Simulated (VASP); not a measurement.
Set up this calculation in VASP 6.6.1, as the native input.

```yaml
Task: single point
Functional: PBEsol
Potentials_or_basis: VASP PAW PBE potentials, release 64 (Al, Ga_d, N)
Cutoff: 520 eV
k_mesh: 6 × 6 × 6
Occupations: gaussian, width 0.05 eV
Spin: no spin polarisation
Dipole_correction: no
Further_INCAR_settings: ALGO = Normal; EDIFF = 1e-07; NBANDS = 41
```

The structure of AlGa3N4 lies in POSCAR:

```
AlGa3N4
1.0
    4.4716853600      0.0000000000      0.0000000000
    0.0000000000      4.4716853600      0.0000000000
    0.0000000000      0.0000000000      4.4716853600
Al Ga N
1 3 4
Direct
   -0.0607151934     -0.1268333710      0.0269017293
    0.5093916250      0.6089654161     -0.0030637965
    0.5135839473      0.0002061072      0.5528659253
    0.1191426421      0.4311151339      0.4749403927
    0.7678828962      0.7203403801      0.1953063310
    0.7361853778      0.3151655662      0.7175417743
    0.2127054161      0.8109664305      0.7864871487
    0.2018232889      0.2400743370      0.2490204952
```

This cell differs from its parent crystal: atoms moved at random.

One way to write it, as run:

INCAR

```
SYSTEM = AlGa3N4
  ALGO = Normal
  EDIFF = 1E-7
  ENCUT = 520
  GGA = PS
  ISIF = 2
  ISMEAR = 0
  LASPH = .TRUE.
  LCHARG = .FALSE.
  LREAL = .FALSE.
  LWAVE = .FALSE.
  NBANDS = 41
  NELM = 100
  PREC = Accurate
  SIGMA = 0.05
```

KPOINTS

```
k-points
0
G
  6 6 6
  0 0 0
```

Potentials or basis: VASP PAW PBE potentials, release 64 (Al, Ga_d, N).

The run is started by

```sh
$ cat potpaw_PBE.64/Al/POTCAR potpaw_PBE.64/Ga_d/POTCAR potpaw_PBE.64/N/POTCAR > POTCAR
$ mpirun -np 1 vasp_std > vasp.out
```

It gave:

```
Pressure               : 71.7 GPa
Largest force          : 43.114 eV/Å
Band gap on the k mesh : 0.17 eV (least direct gap 0.40 eV)
```

Caveat: the cell differs from its parent crystal (atoms moved at random); atoms lie so close that the PAW spheres overlap strongly, which falsifies energies and pressures; the stress differs along the axes, from 53 to 90 GPa; semilocal functionals underestimate gaps, and a narrow one can read as zero; the PAW data sets were made with another functional, which shifts forces and pressure a little.

Run time: 27 min on 1 thread of AMD EPYC 7571 (shared host), peak memory 0.4 GiB.
